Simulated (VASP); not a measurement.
# ZnS in VASP: further runs

The runs below take ZnS through single point, relaxation of cell and atoms, with PBEsol.

Program: VASP 6.6.1. These are calculated values, not measurements. Logs are shortened: lines on timing, memory, paths and dates and some standing lists are left out, and cuts for length are marked.

### 1 The cell of the first run

Symmetry: R3m, No. 160, trigonal system. Conventional cell: a = 3.787 Å, b = 3.787 Å, c = 9.276 Å, α = 90.00°, β = 90.00°, γ = 120.00°. Zn (site symmetry 3m) has 4 S at 2.30 to 2.32 Å within 3.0 Å. S (site symmetry 3m) has 4 Zn at 2.30 to 2.32 Å within 3.0 Å.

### 2 Single point, PBEsol (atom 1 moved by [0.01, 0.01, 0.01] A)

INCAR reads:

```
  PREC = Accurate
  ENCUT = 520
  EDIFF = 1E-7
  ISMEAR = 0
  SIGMA = 0.01
  LREAL = F
  LASPH = T
  NELM = 100
  ALGO = Normal
  ISIF = 2
  LWAVE = F
  LCHARG = F
  GGA = PS
  NBANDS = 16
```

KPOINTS reads:

```
regular mesh
0
Gamma
  8 8 8
```

POSCAR reads:

```
ZnS
1.0
    0.0000000000      2.6777696447      2.6777696447
    2.6777696447      0.0000000000      2.6777696447
    2.6777696447      2.6777696447      0.0000000000
Zn S
1 1
Direct
    0.7518672256      0.7518672256      0.7518672256
    0.0000000000      0.0000000000      0.0000000000
```

Potentials or basis: VASP PAW PBE potentials, release 64 (Zn, S).

On the command line:

```
$ cat potpaw_PBE.64/Zn/POTCAR potpaw_PBE.64/S/POTCAR > POTCAR
$ mpirun -np 1 vasp_std > vasp.out
```

OUTCAR:

```text
PREC = Accurate
   ENCUT = 520
   EDIFF = 1E-7
   ISMEAR = 0
   LREAL = F
   LASPH = T
   NELM = 100
   ISIF = 2
   GGA = PS

 ion  position               nearest neighbor table
   1  0.752  0.752  0.752-   2 2.30   2 2.32   2 2.32   2 2.32
   2  0.000  0.000  0.000-   1 2.30   1 2.32   1 2.32   1 2.32

  LATTYP: Found a face centered cubic cell.
 ALAT       =     5.3555392894

  Lattice vectors:

 A1 = (   0.0000000000,   2.6777696447,   2.6777696447)
 A2 = (   2.6777696447,   0.0000000000,   2.6777696447)
 A3 = (   2.6777696447,   2.6777696447,   0.0000000000)

Analysis of symmetry for initial positions (statically):
=====================================================================
 Subroutine PRICEL returns:
 Original cell was already a primitive cell.

 Routine SETGRP: Setting up the symmetry group for a
 face centered cubic supercell.

 Subroutine GETGRP returns: Found  6 space group operations
 (whereof  6 operations were pure point group operations)
 out of a pool of 48 trial point group operations.

The static configuration has the point symmetry C_3v.

Analysis of symmetry for dynamics (positions and initial velocities):
=====================================================================
 Subroutine PRICEL returns:
 Original cell was already a primitive cell.

 Routine SETGRP: Setting up the symmetry group for a
 face centered cubic supercell.

 Subroutine GETGRP returns: Found  6 space group operations
 (whereof  6 operations were pure point group operations)
 out of a pool of 48 trial point group operations.

The dynamic configuration has the point symmetry C_3v.

 Subroutine INISYM returns: Found  6 space group operations
 (whereof  6 operations are pure point group operations),
 and found     1 'primitive' translations

----------------------------------------------------------------------------------------

                                     Primitive cell

  volume of cell :      38.4016

  direct lattice vectors                    reciprocal lattice vectors
     0.000000000  2.677769645  2.677769645    -0.186722559  0.186722559  0.186722559
     2.677769645  0.000000000  2.677769645     0.186722559 -0.186722559  0.186722559
     2.677769645  2.677769645  0.000000000     0.186722559  0.186722559 -0.186722559

  length of vectors
     3.786938148  3.786938148  3.786938148     0.323412959  0.323412959  0.323412959

  position of ions in fractional coordinates (direct lattice)
     0.751867226  0.751867226  0.751867226
     0.000000000  0.000000000  0.000000000

  ion indices of the primitive-cell ions
   primitive index   ion index
                 1           1
                 2           2

----------------------------------------------------------------------------------------

 KPOINTS: regular mesh

Automatic generation of k-mesh.
 Grid dimensions read from file:
 generate k-points for:    8    8    8

 Generating k-lattice:

  Cartesian coordinates                     Fractional coordinates (reciprocal lattice)
    -0.023340320  0.023340320  0.023340320     0.125000000  0.000000000  0.000000000
     0.023340320 -0.023340320  0.023340320     0.000000000  0.125000000  0.000000000
     0.023340320  0.023340320 -0.023340320     0.000000000  0.000000000  0.125000000

  Length of vectors
     0.040426620  0.040426620  0.040426620

  Shift w.r.t. Gamma in fractional coordinates (k-lattice)
     0.000000000  0.000000000  0.000000000

 Subroutine IBZKPT returns following result:
 ===========================================

 Found     65 irreducible k-points:

 Following reciprocal coordinates:
            Coordinates               Weight
  0.000000  0.000000  0.000000      1.000000
  0.125000  0.000000  0.000000      6.000000
  0.125000  0.125000  0.125000      2.000000
  0.250000  0.000000  0.000000      6.000000
  0.250000  0.250000  0.250000      2.000000
  0.375000  0.000000  0.000000      6.000000
[... 16 lines left out ...]
 -0.250000  0.125000  0.000000     12.000000
  0.125000  0.125000  0.375000      6.000000
 [... further k-points ...]
   k-points           NKPTS =     65   k-points in BZ     NKDIM =     65   number of bands    NBANDS=     16
   number of dos      NEDOS =    301   number of ions     NIONS =      2
   total plane-waves  NPLWV =  21952
   dimension x,y,z NGX =    28 NGY =   28 NGZ =   28
   dimension x,y,z NGXF=    56 NGYF=   56 NGZF=   56
   ions per type =               1   1
   NGX,Y,Z   is equivalent  to a cutoff of  12.29, 12.29, 12.29 a.u.
   NGXF,Y,Z  is equivalent  to a cutoff of  24.58, 24.58, 24.58 a.u.
 SYSTEM =  unknown system
   PREC   = accura    normal or accurate (medium, high low for compatibility)
   ISTART =      0    job   : 0-new  1-cont  2-samecut
   ICHARG =      2    charge: 1-file 2-atom 10-const
   ISPIN  =      1    spin polarized calculation?
   LNONCOLLINEAR =      F non collinear calculations
   LSORBIT =      F    spin-orbit coupling
   LASPH  =      T    aspherical Exc in radial PAW
   ENCUT  =  520.0 eV  38.22 Ry    6.18 a.u.   7.04  7.04  7.04*2*pi/ulx,y,z
   NELM   =    100;   NELMIN=  2; NELMDL= -5     # of ELM steps
   EDIFF  = 0.1E-06   stopping-criterion for ELM
   LREAL  =      F    real-space projection
   EDIFFG = 0.1E-05   stopping-criterion for IOM
   NSW    =      0    number of steps for IOM
   IBRION =     -1    ionic relax: 0-MD 1-quasi-New 2-CG
   NFREE  =      0    steps in history (QN), initial steepest desc. (CG)
   ISIF   =      2    stress and relaxation
   ISYM   =      2    0-nonsym 1-usesym 2-fastsym
   POTIM  = 0.5000    time-step for ionic-motion
   TEBEG  =    0.0;   TEEND  =   0.0 temperature during run
   PSTRESS=    0.0 pullay stress
   NELECT =      18.0000    total number of electrons
   NUPDOWN=      -1.0000    fix difference up-down
   EMIN   =  10.00;   EMAX   =-10.00  energy-range for DOS
   EFERMI =   0.00;   METHOD = LEGACY
   ISMEAR =     0;   SIGMA  =   0.01  broadening in eV -4-tet -1-fermi 0-gaus
   EFERMI_NEDOS =   21; number of points for ismear=-14 and -15
   IALGO  =     38    algorithm
   IMIX   =      4    mixing-type and parameters
     AMIX     =   0.40;   BMIX     =  1.00
     AMIX_MAG =   1.60;   BMIX_MAG =  1.00
  volume/ion in A,a.u.               =      19.20       129.57
  Fermi-wavevector in a.u.,A,eV,Ry     =   1.271694  2.403152 22.003401  1.617204
  Thomas-Fermi vector in A             =   2.404613
   LORBIT       =      0    0 simple, 1 ext, 2 COOP (PROOUT), +10 PAW based schemes
   GGA     = PS    functional components
   LHFCALC =     F    Hartree Fock is set to
   AEXX    =    0.0000 exact exchange contribution
   IVDW    =     0    specifies the selected vdW correction
   LEPSILON=     F    determine dielectric tensor
   LRPA    =     F    only Hartree local field effects (RPA)
 non-spin polarized calculation
 Gauss-broadening in eV      SIGMA  =   0.01
  energy-cutoff  :      520.00
  volume of cell :       38.40
 maximum number of plane-waves:      1056
   NGX = 15   NGY = 15   NGZ = 15

 number of electron      18.0000009 magnetization

 Free energy of the ion-electron system (eV)
  ---------------------------------------------------
  ext. energy  EPLUGINS =         0.00000000
  ---------------------------------------------------
  free energy    TOTEN  =        -7.58760974 eV

  energy without entropy =       -7.58760974  energy(sigma->0) =       -7.58760974

 E-fermi :   2.3209     XC(G=0):  -9.9770

 val. band max:        2.2784869366   @ k =   0.0000   0.0000   0.0000
 cond. band min:       4.3650036058   @ k =   0.0000   0.0000   0.0000
 fundamental gap:      2.0865166692
 Fermi energy:         2.3208923112

 k-point     1 :       0.0000    0.0000    0.0000
  band No.  band energies     occupation
      1     -11.0792      2.00000
      2      -4.2319      2.00000
      3      -4.2080      2.00000
      4      -4.2080      2.00000
      5      -3.6843      2.00000
      6      -3.6843      2.00000
[... 8 lines left out ...]
     15      14.0369      0.00000
     16      14.0596      0.00000

 k-point     2 :       0.1250    0.0000    0.0000
  band No.  band energies     occupation
      1     -10.9551      2.00000
      2      -4.2186      2.00000
      3      -4.2013      2.00000
      4      -4.1869      2.00000
      5      -3.6862      2.00000
      6      -3.6859      2.00000
[... 8 lines left out ...]
     15      13.4008      0.00000
     16      14.8514      0.00000

 k-point     3 :       0.1250    0.1250    0.1250
  band No.  band energies     occupation
      1     -10.9542      2.00000
      2      -4.2355      2.00000
      3      -4.1846      2.00000
      4      -4.1846      2.00000
      5      -3.6867      2.00000
      6      -3.6867      2.00000
[... 8 lines left out ...]
     15      13.3877      0.00000
     16      14.8415      0.00000

 k-point     4 :       0.2500    0.0000    0.0000
  band No.  band energies     occupation
      1     -10.6298      2.00000
      2      -4.1794      2.00000
      3      -4.1526      2.00000
      4      -4.1413      2.00000
      5      -3.6833      2.00000
      6      -3.6817      2.00000
[... 8 lines left out ...]
     15      13.2064      0.00000
     16      14.3190      0.00000

 k-point     5 :       0.2500    0.2500    0.2500
  band No.  band energies     occupation
      1     -10.6259      2.00000
      2      -4.1999      2.00000
      3      -4.1332      2.00000
      4      -4.1332      2.00000
      5      -3.6843      2.00000
      6      -3.6843      2.00000
[... 8 lines left out ...]
     15      13.1671      0.00000
     16      14.3278      0.00000

 k-point     6 :       0.3750    0.0000    0.0000
  band No.  band energies     occupation
      1     -10.2573      2.00000
      2      -4.1168      2.00000
      3      -4.1065      2.00000
      4      -3.9642      2.00000
      5      -3.6658      2.00000
      6      -3.6625      2.00000
[... 8 lines left out ...]
     15      14.3255      0.00000
     16      14.3681      0.00000
[... 267 lines left out ...]
 k-point    21 :       0.1250    0.1250    0.5000
  band No.  band energies     occupation
      1     -10.0989      2.00000
      2      -4.1009      2.00000
      3      -4.0723      2.00000
      4      -3.8252      2.00000
      5      -3.6731      2.00000
      6      -3.6173      2.00000
[... 8 lines left out ...]
     15      14.8240      0.00000
     16      16.1824      0.00000

 k-point    22 :      -0.3750    0.5000   -0.3750
  band No.  band energies     occupation
      1     -10.0920      2.00000
      2      -4.0806      2.00000
      3      -4.0602      2.00000
      4      -3.8426      2.00000
      5      -3.6767      2.00000
      6      -3.6217      2.00000
[... 8 lines left out ...]
     15      14.8086      0.00000
     16      16.2010      0.00000

 k-point    23 :      -0.2500    0.1250    0.0000
  band No.  band energies     occupation
      1     -10.4168      2.00000
      2      -4.1389      2.00000
      3      -4.1184      2.00000
      4      -4.0971      2.00000
      5      -3.7015      2.00000
      6      -3.6497      2.00000
[... 8 lines left out ...]
     15      14.6354      0.00000
     16      15.5544      0.00000

 k-point    24 :       0.1250    0.1250    0.3750
  band No.  band energies     occupation
      1     -10.4148      2.00000
      2      -4.1486      2.00000
      3      -4.1086      2.00000
      4      -4.0904      2.00000
      5      -3.7008      2.00000
      6      -3.6539      2.00000
[... 8 lines left out ...]
     15      14.6055      0.00000
     16      15.5471      0.00000

 [... further k-points ...]
[... 5 lines left out ...]
  --------------------------------------------------------------------------------------
  -------------------------------------------------------------------------------------
  Total        0.0626153      0.0626153      0.0626153      0.0642903      0.0642903      0.0642903
  in kB        2.6124124      2.6124124      2.6124124      2.6822932      2.6822932      2.6822932
  external PRESSURE =       2.6124124 kB  Pullay stress =       0.0000000 kB

 VOLUME and BASIS-vectors are now :
 -----------------------------------------------------------------------------
  energy-cutoff  :      520.00
  volume of cell :       38.40
      direct lattice vectors                 reciprocal lattice vectors
     0.000000000  2.677769645  2.677769645    -0.186722559  0.186722559  0.186722559
     2.677769645  0.000000000  2.677769645     0.186722559 -0.186722559  0.186722559
     2.677769645  2.677769645  0.000000000     0.186722559  0.186722559 -0.186722559

 POSITION                                       TOTAL-FORCE (eV/Angst)
 -----------------------------------------------------------------------------------
      4.02665      4.02665      4.02665        -0.064671     -0.064671     -0.064671
      0.00000      0.00000      0.00000         0.064671      0.064671      0.064671
 -----------------------------------------------------------------------------------
    total drift:                               -0.000535     -0.000535     -0.000534

  FREE ENERGIE OF THE ION-ELECTRON SYSTEM (eV)
  ---------------------------------------------------
  free  energy   TOTEN  =        -7.5876097427 eV

  energy  without entropy=       -7.5876097427  energy(sigma->0) =       -7.58760974
```

Wall time 52 s (1 thread of Intel Xeon 8259CL, shared host); peak memory 0.18 GiB.

What came out:

- Free energy: -7.5876 eV
- Pressure: 0.3 GPa
- Largest force: 0.112 eV/Å
- Band gap on the k mesh: 2.09 eV, direct

Forces in eV/Å, atoms in the order of the input:
```
Zn  -0.065 -0.065 -0.065
S    0.065  0.065  0.065
```

Stress tensor (GPa, compression positive):
```
0.26 0.27 0.27
0.27 0.26 0.27
0.27 0.27 0.26
```

Caveat: the cell differs from its parent crystal (atom 1 moved by [0.01, 0.01, 0.01] A); the PAW data sets were made with another functional, which shifts forces and pressure a little.

### 3 Single point, PBEsol (atom 1 moved by [-0.01, -0.01, -0.01] A)

INCAR reads:

```
SYSTEM = ZnS
ALGO = Normal
EDIFF = 1E-6
ENCUT = 520
GGA = PS
ISIF = 2
ISMEAR = 0
LASPH = .TRUE.
LCHARG = .FALSE.
LREAL = .FALSE.
LWAVE = .FALSE.
NBANDS = 16
NELM = 100
PREC = Accurate
SIGMA = 0.01
```

KPOINTS reads:

```
k-points
0
G
  8 8 8
  0 0 0
```

Changes to POSCAR since step 2:

```diff
@@ -8,3 +8,3 @@
 Direct
-    0.7518672256      0.7518672256      0.7518672256
+    0.7481327744      0.7481327744      0.7481327744
     0.0000000000      0.0000000000      0.0000000000
```

Potentials or basis: VASP PAW PBE potentials, release 64 (Zn, S).

On the command line:

```
$ cat potpaw_PBE.64/Zn/POTCAR potpaw_PBE.64/S/POTCAR > POTCAR
$ mpirun -np 1 vasp_std > vasp.out
```

OUTCAR:

```text
SYSTEM = ZnS
   EDIFF = 1E-6
   ENCUT = 520
   GGA = PS
   ISIF = 2
   ISMEAR = 0
   LASPH = .TRUE.
   LREAL = .FALSE.
   NELM = 100
   PREC = Accurate

 ion  position               nearest neighbor table
   1  0.748  0.748  0.748-   2 2.31   2 2.31   2 2.31   2 2.34
   2  0.000  0.000  0.000-   1 2.31   1 2.31   1 2.31   1 2.34

  LATTYP: Found a face centered cubic cell.
 ALAT       =     5.3555392894

  Lattice vectors:

 A1 = (   0.0000000000,   2.6777696447,   2.6777696447)
 A2 = (   2.6777696447,   0.0000000000,   2.6777696447)
 A3 = (   2.6777696447,   2.6777696447,   0.0000000000)
[... 624 lines left out ...]
      4      -4.0987      2.00000
      5      -3.7026      2.00000
      6      -3.6498      2.00000
[... 8 lines left out ...]
     15      14.6351      0.00000
     16      15.5577      0.00000

 [... further k-points ...]
[... 5 lines left out ...]
  --------------------------------------------------------------------------------------
  -------------------------------------------------------------------------------------
  Total        0.0605367      0.0605367      0.0605367     -0.0595749     -0.0595749     -0.0595749
  in kB        2.5256869      2.5256869      2.5256869     -2.4855621     -2.4855621     -2.4855621
  external PRESSURE =       2.5256869 kB  Pullay stress =       0.0000000 kB

 VOLUME and BASIS-vectors are now :
 -----------------------------------------------------------------------------
  energy-cutoff  :      520.00
  volume of cell :       38.40
      direct lattice vectors                 reciprocal lattice vectors
     0.000000000  2.677769645  2.677769645    -0.186722559  0.186722559  0.186722559
     2.677769645  0.000000000  2.677769645     0.186722559 -0.186722559  0.186722559
     2.677769645  2.677769645  0.000000000     0.186722559  0.186722559 -0.186722559

 POSITION                                       TOTAL-FORCE (eV/Angst)
 -----------------------------------------------------------------------------------
      4.00665      4.00665      4.00665         0.059684      0.059684      0.059684
      0.00000      0.00000      0.00000        -0.059684     -0.059684     -0.059684
 -----------------------------------------------------------------------------------
    total drift:                                0.000488      0.000488      0.000487

  FREE ENERGIE OF THE ION-ELECTRON SYSTEM (eV)
  ---------------------------------------------------
  free  energy   TOTEN  =        -7.5876599372 eV

  energy  without entropy=       -7.5876599372  energy(sigma->0) =       -7.58765994
```

OSZICAR:

```text
N       E                     dE             d eps       ncg     rms          rms(c)
DAV:   1     0.819046429168E+02    0.81905E+02   -0.83975E+03  2080   0.132E+03
DAV:   2    -0.270399605939E+01   -0.84609E+02   -0.79095E+02  2360   0.258E+02
DAV:   3    -0.794416300285E+01   -0.52402E+01   -0.52159E+01  2576   0.607E+01
DAV:   4    -0.799564305415E+01   -0.51480E-01   -0.51467E-01  2504   0.634E+00
DAV:   5    -0.799614738423E+01   -0.50433E-03   -0.50431E-03  2624   0.602E-01    0.701E+00
DAV:   6    -0.761149220056E+01    0.38466E+00   -0.79217E-01  2960   0.329E+01    0.548E+00
DAV:   7    -0.759117797042E+01    0.20314E-01   -0.24365E-01  2568   0.493E+00    0.265E+00
DAV:   8    -0.758778679835E+01    0.33912E-02   -0.53119E-03  2960   0.966E-01    0.624E-01
DAV:   9    -0.758758509183E+01    0.20171E-03   -0.97136E-04  2552   0.270E-01    0.900E-02
DAV:  10    -0.758766821772E+01   -0.83126E-04   -0.15903E-04  2504   0.920E-02    0.239E-02
DAV:  11    -0.758765957973E+01    0.86380E-05   -0.26478E-05  2592   0.424E-02    0.533E-03
DAV:  12    -0.758765993721E+01   -0.35748E-06   -0.33422E-06  2624   0.132E-02
   1 F= -.75876599E+01 E0= -.75876599E+01  d E =-.246974E-78
```

Run time: 48 s. Hardware: 1 thread of Intel Xeon 8259CL, shared host; peak memory 0.18 GiB.

Results:

| Quantity | Value |
| --- | --- |
| Free energy | -7.5877 eV |
| Pressure | 0.3 GPa |
| Largest force | 0.103 eV/Å |
| Band gap on the k mesh | 2.08 eV, direct |

Forces on the atoms (eV/Å):
```
Zn   0.060  0.060  0.060
S   -0.060 -0.060 -0.060
```

Levels at points of the mesh, in eV from the valence-band top:
| k point | band 6 | band 7 | band 8 | band 9 | band 10 | band 11 | band 12 | band 13 |
| --- | --- | --- | --- | --- | --- | --- | --- | --- |
| (0.00, 0.00, 0.00) | -5.97 | -0.03 | -0.03 | 0.00 | 2.08 | 6.26 | 6.28 | 6.28 |
| (0.50, 0.00, 0.00) | -5.77 | -5.57 | -0.97 | -0.91 | 3.24 | 6.76 | 6.86 | 8.78 |
| (0.50, 0.50, 0.50) | -5.76 | -5.51 | -0.92 | -0.92 | 3.20 | 6.78 | 6.78 | 8.76 |
| (0.50, 0.50, 0.00) | -5.75 | -4.73 | -2.37 | -2.36 | 3.16 | 3.94 | 11.01 | 12.03 |

Caveat: the cell differs from its parent crystal (atom 1 moved by [-0.01, -0.01, -0.01] A); the PAW data sets were made with another functional, which shifts forces and pressure a little.

(Part 1 of 2 ends here.)
